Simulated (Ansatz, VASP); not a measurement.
**One calculation of As, two programs**

```xyz
2
Lattice="1.8798 1.0853 3.4858 -1.8798 1.0853 3.4858 0.0000 -2.1705 3.4858" Properties=species:S:1:pos:R:3 pbc="T T T"
As    0.0000    0.0000    2.3795
As    0.0000    0.0000    8.0778
```

Alike in both runs: task relaxation of cell and atoms; functional PBEsol; k mesh 12 × 12 × 12; occupations gaussian, width 0.05 eV; no spin polarisation.

|  | VASP | Ansatz |
| --- | --- | --- |
| version | VASP 6.6.1 | Ansatz 0.2.0 |
| potentials or method | VASP PAW PBE potentials, release 64 (As), cutoff 600 eV | scalar-relativistic, plane waves, PAW |
| valence electrons in the cell | 10 | 30 |

|  | VASP | Ansatz | Ansatz less VASP |
| --- | --- | --- | --- |
| gap on the k mesh at the Fermi level, each at its own relaxed structure (eV) | none | none | - |
| relaxed volume (Å³/atom) | 20.86 | 20.83 | -0.036 |
| relaxed cell length with the largest relative difference (Å) | 4.006 | 4.008 | +0.0023 |

VASP's potentials were made for PBE, not for PBEsol. A gap of «none» marks a metal or a gap that the smearing closes. VASP's potentials hold 10 valence electrons a cell and Ansatz's 30, so a difference there can come from the potentials and not from the codes.
